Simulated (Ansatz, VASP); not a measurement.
## One calculation of KBr, two programs

File POSCAR:

```
KBr
1.0
    0.0000000000      3.4008513556      3.4008513556
    3.4008513556      0.0000000000      3.4008513556
    3.4008513556      3.4008513556      0.0000000000
K Br
1 1
Direct
    0.0000000000      0.0000000000      0.0000000000
    0.5000000000      0.5000000000      0.5000000000
```

The input INCAR.step1:

```
ALGO = Normal
EDIFF = 1E-5
ENCUT = 520
GGA = PE
ISIF = 2
ISMEAR = 0
LASPH = True
LCHARG = False
LREAL = False
LWAVE = True
NBANDS = 15
NELM = 60
PREC = Accurate
SIGMA = 0.01
```

Contents of INCAR.step2:

```
ALGO = Normal
EDIFF = 1E-7
ENCUT = 520
GGA = PE
HFSCREEN = 0.2079
ISIF = 2
ISMEAR = 0
ISTART = 1
LASPH = True
LCHARG = False
LHFCALC = True
LREAL = False
LWAVE = False
NBANDS = 15
NELM = 60
PREC = Accurate
PRECFOCK = Normal
SIGMA = 0.01
```

Contents of KPOINTS:

```
k-points
0
Gamma
  4 4 4
```

Input for Ansatz:

```yaml
crystal:
  lattice:
    - [0.0, 3.4008513556, 3.4008513556]
    - [3.4008513556, 0.0, 3.4008513556]
    - [3.4008513556, 3.4008513556, 0.0]
  atoms:
    - { symbol: K, position: [0.0, 0.0, 0.0] }
    - { symbol: Br, position: [0.5, 0.5, 0.5] }
kpoints:
  mp_grid: { grid: [4, 4, 4] }
  band_path:
    path:
      - [0.0, 0.0, 0.0]
      - [0.5, 0.0, 0.5]
      - [0.625, 0.25, 0.625]
      - [0.375, 0.375, 0.75]
      - [0.5, 0.5, 0.5]
      - [0.5, 0.25, 0.75]
    npoints: 1
hamiltonian:
  xc: hse06
scf:
  occupations: { method: fixed }
  n_extra_bands: 4
output:
  forces: true
  stress: true
  eigenvalues: true
```

Change from the starting cell: hydrostatic strain +3.0%.

Alike in both runs: task single point; functional HSE06; k mesh 4 × 4 × 4; no spin polarisation.

```csv
,VASP,Ansatz
version,VASP 6.6.1,Ansatz 0.2.0
potentials or method,"VASP PAW PBE potentials, release 64 (K_sv, Br)","plane waves, PAW"
plane-wave cutoff (eV),520,420
occupations,"gaussian, width 0.01 eV",fixed
valence electrons in the cell,16,16
```

|  | VASP | Ansatz | Ansatz less VASP |
| --- | --- | --- | --- |
| gap on the k mesh at the Fermi level (eV) | 5.35 | 5.35 | +0.002 |
| pressure (GPa) | -0.7 | -0.7 | -0.01 |

Ansatz's warnings: stress exchange threshold loose, stress scf threshold loose.
